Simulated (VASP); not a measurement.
# Ca2ZrN3 (P6/mmm) in VASP: single point with PBE

Aim: the single point of Ca2ZrN3 with PBE.

All numbers are computed with VASP 6.6.1; they aren't measurements. Logs are shortened: lines on timing, memory, paths and dates and some standing lists are left out, and cuts for length are marked.

### Step 1. The cell of the first run

Symmetry: P6/mmm, No. 191, hexagonal system. The conventional cell has a = 5.843 Å, b = 5.843 Å, c = 3.246 Å, α = 90.00°, β = 90.00°, γ = 120.00°. Within 3.1 Å of Ca (site symmetry -6m2) lie 6 N at 2.34 Å. Within 4.3 Å of Zr (site symmetry 6/mmm) lie 2 Zr at 3.25 Å and 12 N at 3.34 Å and 6 Ca at 3.37 Å. N (site symmetry mmm) has 4 Ca at 2.34 Å and 4 N at 2.92 Å within 3.1 Å.

The cell was built from a structure type or drawn by symmetry, and may not be a known phase.

### Step 2. Single point, PBE

INCAR

```
SYSTEM = Ca2ZrN3
PREC     = Accurate       ! precision mode
ENCUT    = 520            ! plane-wave cutoff, eV
EDIFF    = 1E-6           ! SCF threshold, eV
ISMEAR   = 0              ! smearing method
SIGMA    = 0.1            ! smearing width, eV
LREAL    = .False.        ! projectors in reciprocal space
LASPH    = .True.         ! aspherical terms in the spheres
NELM     = 80             ! most SCF steps
ALGO     = Normal         ! electronic algorithm
ISIF     = 2              ! what is computed and relaxed
LWAVE    = .False.        ! write WAVECAR
LCHARG   = .False.        ! write CHGCAR
GGA      = PE             ! functional
NBANDS   = 32             ! bands
```

KPOINTS

```
regular mesh
0
Gamma
  12 12 12
  0 0 0
```

POSCAR

```
Ca2ZrN3
1.0
    5.8430275636      0.0000000030      0.0000000000
   -2.9215137844      5.0602103036      0.0000000000
    0.0000000000      0.0000000000      3.2455997920
Ca Zr N
2 1 3
Direct
    0.6666666667      0.3333333333      0.5000000000
    0.3333333333      0.6666666667      0.5000000000
    0.0000000000      0.0000000000      0.5000000000
    0.0000000000      0.5000000000      0.0000000000
    0.5000000000      0.5000000000      0.0000000000
    0.5000000000      0.0000000000      0.0000000000
```

Potentials or basis: VASP PAW PBE potentials, release 64 (Ca_sv, Zr_sv, N).

The run is started by

```sh
> cat potpaw_PBE.64/Ca_sv/POTCAR potpaw_PBE.64/Zr_sv/POTCAR potpaw_PBE.64/N/POTCAR > POTCAR
> mpirun -np 1 vasp_std > vasp.out
```

OUTCAR:

```text
SYSTEM = Ca2ZrN3
   PREC = Accurate
   ENCUT = 520
   EDIFF = 1E-6
   ISMEAR = 0
   LREAL = .False.
   LASPH = .True.
   NELM = 80
   ISIF = 2
   GGA = PE

 ion  position               nearest neighbor table
   1  0.667  0.333  0.500-   4 2.34   4 2.34   6 2.34   6 2.34   5 2.34   5 2.34   3 3.37   3 3.37
                             3 3.37
   2  0.333  0.667  0.500-   4 2.34   4 2.34   6 2.34   6 2.34   5 2.34   5 2.34   3 3.37   3 3.37
                             3 3.37
   3  0.000  0.000  0.500-   1 3.37   2 3.37   1 3.37   2 3.37   1 3.37   2 3.37
   4  0.000  0.500  0.000-   1 2.34   2 2.34   1 2.34   2 2.34
   5  0.500  0.500  0.000-   1 2.34   2 2.34   1 2.34   2 2.34
   6  0.500  0.000  0.000-   1 2.34   2 2.34   1 2.34   2 2.34

  LATTYP: Found a hexagonal cell.
 ALAT       =     5.8430275636
 C/A-ratio  =     0.5554654255

  Lattice vectors:

 A1 = (   5.8430275636,   0.0000000030,   0.0000000000)
 A2 = (  -2.9215137844,   5.0602103036,   0.0000000000)
 A3 = (   0.0000000000,   0.0000000000,   3.2455997920)

Analysis of symmetry for initial positions (statically):
=====================================================================
 Subroutine PRICEL returns:
 Original cell was already a primitive cell.

 Routine SETGRP: Setting up the symmetry group for a
 hexagonal supercell.

 Subroutine GETGRP returns: Found 24 space group operations
 (whereof 24 operations were pure point group operations)
 out of a pool of 24 trial point group operations.

The static configuration has the point symmetry D_6h.

Analysis of symmetry for dynamics (positions and initial velocities):
=====================================================================
 Subroutine PRICEL returns:
 Original cell was already a primitive cell.

 Routine SETGRP: Setting up the symmetry group for a
 hexagonal supercell.

 Subroutine GETGRP returns: Found 24 space group operations
 (whereof 24 operations were pure point group operations)
 out of a pool of 24 trial point group operations.

The dynamic configuration has the point symmetry D_6h.

 Subroutine INISYM returns: Found 24 space group operations
 (whereof 24 operations are pure point group operations),
 and found     1 'primitive' translations

----------------------------------------------------------------------------------------

                                     Primitive cell

  volume of cell :      95.9625

  direct lattice vectors                    reciprocal lattice vectors
     5.843027564  0.000000003  0.000000000     0.171144152  0.098810123  0.000000000
    -2.921513784  5.060210304  0.000000000    -0.000000000  0.197620245  0.000000000
     0.000000000  0.000000000  3.245599792     0.000000000  0.000000000  0.308109460

  length of vectors
     5.843027564  5.843027564  3.245599792     0.197620245  0.197620245  0.308109460

  position of ions in fractional coordinates (direct lattice)
     0.666666667  0.333333333  0.500000000
     0.333333333  0.666666667  0.500000000
     0.000000000  0.000000000  0.500000000
     0.000000000  0.500000000  0.000000000
     0.500000000  0.500000000  0.000000000
     0.500000000  1.000000000  0.000000000

  ion indices of the primitive-cell ions
   primitive index   ion index
                 1           1
                 2           2
                 3           3
                 4           4
                 5           5
                 6           6

----------------------------------------------------------------------------------------

 KPOINTS: regular mesh

Automatic generation of k-mesh.
 Grid dimensions read from file:
 generate k-points for:   12   12   12

 Generating k-lattice:

  Cartesian coordinates                     Fractional coordinates (reciprocal lattice)
     0.014262013  0.008234177  0.000000000     0.083333333  0.000000000  0.000000000
    -0.000000000  0.016468354  0.000000000     0.000000000  0.083333333  0.000000000
     0.000000000  0.000000000  0.025675788     0.000000000  0.000000000  0.083333333

  Length of vectors
     0.016468354  0.016468354  0.025675788

  Shift w.r.t. Gamma in fractional coordinates (k-lattice)
     0.000000000  0.000000000  0.000000000

 Subroutine IBZKPT returns following result:
 ===========================================

 Found    133 irreducible k-points:

 Following reciprocal coordinates:
            Coordinates               Weight
  0.000000  0.000000  0.000000      1.000000
  0.083333 -0.000000  0.000000      6.000000
  0.166667  0.000000  0.000000      6.000000
  0.250000 -0.000000  0.000000      6.000000
  0.333333  0.000000  0.000000      6.000000
  0.416667  0.000000  0.000000      6.000000
[... 16 lines left out ...]
  0.250000 -0.000000  0.083333     12.000000
  0.333333  0.000000  0.083333     12.000000
 [... further k-points ...]
   k-points           NKPTS =    133   k-points in BZ     NKDIM =    133   number of bands    NBANDS=     32
   number of dos      NEDOS =    301   number of ions     NIONS =      6
   total plane-waves  NPLWV =  55296
   dimension x,y,z NGX =    48 NGY =   48 NGZ =   24
   dimension x,y,z NGXF=    96 NGYF=   96 NGZF=   48
   ions per type =               2   1   3
   NGX,Y,Z   is equivalent  to a cutoff of  13.66, 13.66, 12.29 a.u.
   NGXF,Y,Z  is equivalent  to a cutoff of  27.31, 27.31, 24.59 a.u.
 SYSTEM =  Ca2ZrN3
   PREC   = accura    normal or accurate (medium, high low for compatibility)
   ISTART =      0    job   : 0-new  1-cont  2-samecut
   ICHARG =      2    charge: 1-file 2-atom 10-const
   ISPIN  =      1    spin polarized calculation?
   LNONCOLLINEAR =      F non collinear calculations
   LSORBIT =      F    spin-orbit coupling
   LASPH  =      T    aspherical Exc in radial PAW
   ENCUT  =  520.0 eV  38.22 Ry    6.18 a.u.  10.86 10.86  6.03*2*pi/ulx,y,z
   NELM   =     80;   NELMIN=  2; NELMDL= -5     # of ELM steps
   EDIFF  = 0.1E-05   stopping-criterion for ELM
   LREAL  =      F    real-space projection
   EDIFFG = 0.1E-04   stopping-criterion for IOM
   NSW    =      0    number of steps for IOM
   IBRION =     -1    ionic relax: 0-MD 1-quasi-New 2-CG
   NFREE  =      0    steps in history (QN), initial steepest desc. (CG)
   ISIF   =      2    stress and relaxation
   ISYM   =      2    0-nonsym 1-usesym 2-fastsym
   POTIM  = 0.5000    time-step for ionic-motion
   TEBEG  =    0.0;   TEEND  =   0.0 temperature during run
   PSTRESS=    0.0 pullay stress
   NELECT =      47.0000    total number of electrons
   NUPDOWN=      -1.0000    fix difference up-down
   EMIN   =  10.00;   EMAX   =-10.00  energy-range for DOS
   EFERMI =   0.00;   METHOD = LEGACY
   ISMEAR =     0;   SIGMA  =   0.10  broadening in eV -4-tet -1-fermi 0-gaus
   EFERMI_NEDOS =   21; number of points for ismear=-14 and -15
   IALGO  =     38    algorithm
   IMIX   =      4    mixing-type and parameters
     AMIX     =   0.40;   BMIX     =  1.00
     AMIX_MAG =   1.60;   BMIX_MAG =  1.00
  volume/ion in A,a.u.               =      15.99       107.93
  Fermi-wavevector in a.u.,A,eV,Ry     =   1.290447  2.438592 22.657162  1.665254
  Thomas-Fermi vector in A             =   2.422278
   LORBIT       =      0    0 simple, 1 ext, 2 COOP (PROOUT), +10 PAW based schemes
   GGA     = PE    functional components
   LHFCALC =     F    Hartree Fock is set to
   AEXX    =    0.0000 exact exchange contribution
   IVDW    =     0    specifies the selected vdW correction
   LEPSILON=     F    determine dielectric tensor
   LRPA    =     F    only Hartree local field effects (RPA)
 non-spin polarized calculation
 Gauss-broadening in eV      SIGMA  =   0.10
  energy-cutoff  :      520.00
  volume of cell :       95.96
 maximum number of plane-waves:      2622
 NGX is ok and might be reduce to    48
   NGX = 21   NGY = 21   NGZ = 13

 number of electron      47.0000002 magnetization

 Free energy of the ion-electron system (eV)
  ---------------------------------------------------
  ext. energy  EPLUGINS =         0.00000000
  ---------------------------------------------------
  free energy    TOTEN  =       -33.06060296 eV

  energy without entropy =      -33.04045190  energy(sigma->0) =      -33.05052743

 E-fermi :   4.2336     XC(G=0): -10.4264

 val. band max:        4.2294997979   @ k =   0.0000   0.0000   0.2500
 cond. band min:       4.2367070507   @ k =   0.5000  -0.0000   0.3333
 fundamental gap:      0.0072072528
 Fermi energy:         4.2336299192

 k-point     1 :       0.0000    0.0000    0.0000
  band No.  band energies     occupation
      1     -46.2545      2.00000
      2     -33.3177      2.00000
      3     -33.2517      2.00000
      4     -24.2936      2.00000
      5     -24.2936      2.00000
      6     -23.7649      2.00000
[... 24 lines left out ...]
     31       9.8288      0.00000
     32      10.6208      0.00000

 k-point     2 :       0.0833   -0.0000    0.0000
  band No.  band energies     occupation
      1     -46.2545      2.00000
      2     -33.3168      2.00000
      3     -33.2527      2.00000
      4     -24.2937      2.00000
      5     -24.2935      2.00000
      6     -23.7649      2.00000
[... 24 lines left out ...]
     31       9.8100      0.00000
     32      10.5844      0.00000

 k-point     3 :       0.1667    0.0000    0.0000
  band No.  band energies     occupation
      1     -46.2545      2.00000
      2     -33.3140      2.00000
      3     -33.2556      2.00000
      4     -24.2938      2.00000
      5     -24.2933      2.00000
      6     -23.7649      2.00000
[... 24 lines left out ...]
     31       9.6745      0.00000
     32      10.4885      0.00000

 k-point     4 :       0.2500   -0.0000    0.0000
  band No.  band energies     occupation
      1     -46.2545      2.00000
      2     -33.3096      2.00000
      3     -33.2602      2.00000
      4     -24.2939      2.00000
      5     -24.2930      2.00000
      6     -23.7648      2.00000
[... 654 lines left out ...]
     31       9.6939      0.00000
     32      10.3547      0.00000

 k-point    23 :       0.2500   -0.0000    0.0833
  band No.  band energies     occupation
      1     -46.2521      2.00000
      2     -33.3052      2.00000
      3     -33.2562      2.00000
      4     -24.2912      2.00000
      5     -24.2903      2.00000
      6     -23.7925      2.00000
[... 24 lines left out ...]
     31       9.3238      0.00000
     32      10.2782      0.00000

 k-point    24 :       0.3333    0.0000    0.0833
  band No.  band energies     occupation
      1     -46.2521      2.00000
      2     -33.2998      2.00000
      3     -33.2618      2.00000
      4     -24.2913      2.00000
      5     -24.2899      2.00000
      6     -23.7925      2.00000
[... 24 lines left out ...]
     31       8.8174      0.00000
     32      10.2108      0.00000

 [... further k-points ...]

------------------------ aborting loop because EDIFF is reached ----------------------------------------

  FORCE on cell =-STRESS in cart. coord.  units (eV):
  Direction    XX          YY          ZZ          XY          YZ          ZX
  --------------------------------------------------------------------------------------
  -------------------------------------------------------------------------------------
  Total        0.1886642      0.1886642      0.2999932     -0.0000000      0.0000000      0.0000000
  in kB        3.1499133      3.1499133      5.0086486     -0.0000000      0.0000000      0.0000000
  external PRESSURE =       3.7694917 kB  Pullay stress =       0.0000000 kB

 VOLUME and BASIS-vectors are now :
 -----------------------------------------------------------------------------
  energy-cutoff  :      520.00
  volume of cell :       95.96
      direct lattice vectors                 reciprocal lattice vectors
     5.843027564  0.000000003  0.000000000     0.171144152  0.098810123  0.000000000
    -2.921513784  5.060210304  0.000000000    -0.000000000  0.197620245  0.000000000
     0.000000000  0.000000000  3.245599792     0.000000000  0.000000000  0.308109460

 POSITION                                       TOTAL-FORCE (eV/Angst)
 -----------------------------------------------------------------------------------
      2.92151      1.68674      1.62280        -0.000000      0.000000      0.000000
     -0.00000      3.37347      1.62280         0.000000     -0.000000     -0.000000
      0.00000      0.00000      1.62280         0.000000     -0.000000     -0.000000
     -1.46076      2.53011      0.00000         0.000000     -0.000000     -0.000000
      1.46076      2.53011      0.00000         0.000000     -0.000000     -0.000000
      2.92151      0.00000      0.00000         0.000000     -0.000000     -0.000000
 -----------------------------------------------------------------------------------
    total drift:                               -0.000000      0.000000      0.000000

  FREE ENERGIE OF THE ION-ELECTRON SYSTEM (eV)
  ---------------------------------------------------
  free  energy   TOTEN  =       -33.0606029609 eV

  energy  without entropy=      -33.0404518994  energy(sigma->0) =      -33.05052743
```

Wall time 7.5 min (1 thread of Intel Xeon Platinum 8488C (Sapphire Rapids), shared host); peak memory 0.5 GiB.

What came out:

```yaml
Free_energy: -33.0606 eV
Pressure: 0.4 GPa
Band_gap_on_the_k_mesh: zero (an odd number of electrons rules out a gap without spin polarisation)
```
